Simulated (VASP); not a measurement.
Cu6Ru5Au9: single point with PBE

Cu6Ru5Au9:

```xyz
20
Lattice="-5.9676 4.0163 1.9229 5.9509 3.9951 -1.9305 -1.9710 -3.9958 -5.7548" Properties=species:S:1:pos:R:3 pbc="T T T"
Cu    0.0055   -2.0566   -5.7732
Cu   -4.0111   -0.0335   -3.8076
Cu   -1.9328    2.1056   -3.8366
Cu   -0.0647    3.9867   -3.7888
Cu   -0.0468    2.0297   -1.9874
Cu   -1.9747    3.9655   -1.9073
Ru   -1.8812   -2.1536   -3.7253
Ru    2.0752    1.8521   -3.8166
Ru   -1.8282    4.1962   -5.7836
Ru   -0.0599    6.0529   -1.9907
Ru   -4.1662    4.1344    0.0000
Au    2.0899   -0.0079   -5.8082
Au   -0.0316    2.1517   -5.7025
Au   -0.0058    0.0084   -3.8982
Au   -1.9993    0.0160   -1.9710
Au    1.8581    3.9227   -1.9710
Au   -4.0026    1.9684   -2.0228
Au   -2.0048    2.0850   -0.0108
Au   -0.0402    3.9687    0.0068
Au   -1.9776    5.9431    0.0621
```

```yaml
Program: VASP 6.6.1
Task: single point
Functional: PBE
Potentials_or_basis: VASP PAW PBE potentials, release 64 (Cu, Ru_pv, Au)
Cutoff: 520 eV
k_mesh: 2 × 2 × 2, shifted
Occupations: gaussian, width 0.1 eV
Spin: no spin polarisation
Dipole_correction: no
Further_INCAR_settings: LREAL = Auto; ALGO = Fast; EDIFF = 1e-06; NBANDS = 134; ISYM = 0
```

- Pressure: -0.1 GPa
- Largest force: 0.039 eV/Å
- Band gap on the k mesh: zero (an odd number of electrons rules out a gap without spin polarisation)

Forces on the atoms (eV/Å):
```
Cu   0.017  0.026  0.006
Cu   0.011  0.011 -0.005
Cu  -0.013 -0.012  0.007
Cu   0.015  0.004  0.003
Cu  -0.006 -0.005  0.004
Cu   0.001 -0.001  0.005
Ru  -0.006  0.007 -0.011
Ru   0.027 -0.010 -0.016
Ru  -0.032 -0.020  0.012
Ru  -0.003 -0.002 -0.001
Ru  -0.021 -0.011 -0.009
Au   0.001  0.006 -0.006
Au   0.004 -0.013  0.000
Au  -0.001  0.002 -0.001
Au  -0.006  0.001  0.003
Au   0.002  0.008  0.002
Au  -0.001 -0.001  0.007
Au  -0.001 -0.002 -0.001
Au   0.011  0.009 -0.001
Au   0.000  0.003  0.002
```

Levels at points of the mesh, in eV from the Fermi level:
| k point | band 114 | band 115 | band 116 | band 117 | band 118 | band 119 | band 120 | band 121 |
| --- | --- | --- | --- | --- | --- | --- | --- | --- |
| (0.25, 0.25, 0.25) | -0.44 | -0.29 | -0.20 | 0.02 | 0.09 | 0.27 | 0.46 | 0.58 |

Wall time 9.7 min on 1 thread of Intel(R) Xeon(R) Platinum 8259CL CPU @ 2.50GHz (Skylake/Cascade Lake), with other jobs on the host, peak memory 0.48 GiB.

Caveat: the k points lie up to 0.53 Å⁻¹ apart, too coarse for converged energies and pressures of a metal; spin-orbit coupling is left out, which moves the levels of the heavy elements.
